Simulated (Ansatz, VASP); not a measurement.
## Two plane-wave programs on MgO

File INCAR:

```
SYSTEM = MgO
ALGO = Normal ; EDIFF = 1E-6
ENCUT = 600 ; GGA = PE
GGA_COMPAT = .False. ; ISIF = 2
ISMEAR = -1 ; LASPH = .True.
LCHARG = .True. ; LELF = .True.
LREAL = .False. ; LVHAR = .True.
LWAVE = .False. ; NBANDS = 11
NELM = 120 ; PREC = Accurate
SIGMA = 0.03
```

File KPOINTS:

```
k-points
0
Gamma
  5 5 5
  0 0 0
```

File POSCAR:

```
MgO
1.0
    0.0000000000      2.1080000000      2.1080000000
    2.1080000000      0.0000000000      2.1080000000
    2.1080000000      2.1080000000      0.0000000000
Mg O
1 1
Direct
    0.0000000000      0.0000000000      0.0000000000
    0.5000000000      0.5000000000      0.5000000000
```

Input for Ansatz:

```yaml
crystal:
  lattice:
    - [0.0, 2.108, 2.108]
    - [2.108, 0.0, 2.108]
    - [2.108, 2.108, 0.0]
  atoms:
    - { symbol: Mg, position: [0.0, 0.0, 0.0] }
    - { symbol: O, position: [0.5, 0.5, 0.5] }
hamiltonian:
  xc: pbe
  pseudopotentials: { kind: paw }
basis:
  ecutwfc: 420
kpoints:
  mp_grid: { grid: [5, 5, 5] }
scf:
  occupations: { method: fermi_dirac, width: 0.03 }
  lower_state_search: "off"
  max_iter: 70
output:
  forces: true
  stress: true
```

Alike in both runs: task single point; functional PBE; k mesh 5 × 5 × 5; occupations fermi-dirac, width 0.03 eV; no spin polarisation.

|  | VASP | Ansatz |
| --- | --- | --- |
| version | VASP 6.6.1 | Ansatz 0.2.0 |
| potentials or method | VASP PAW PBE potentials, release 64 (Mg, O), cutoff 600 eV | PAW, plane waves, scalar-relativistic |
| valence electrons in the cell | 8 | 16 |

|  | VASP | Ansatz | Ansatz less VASP |
| --- | --- | --- | --- |
| pressure (GPa) | 3.2 | 4.2 | +0.97 |

With one functional, cell and mesh, what is left measures potentials, basis and numerics. VASP's potentials hold 8 valence electrons a cell and Ansatz's 16, so a difference there can come from the potentials and not from the codes.

The k mesh is coarse, so the values compare programs but aren't converged.
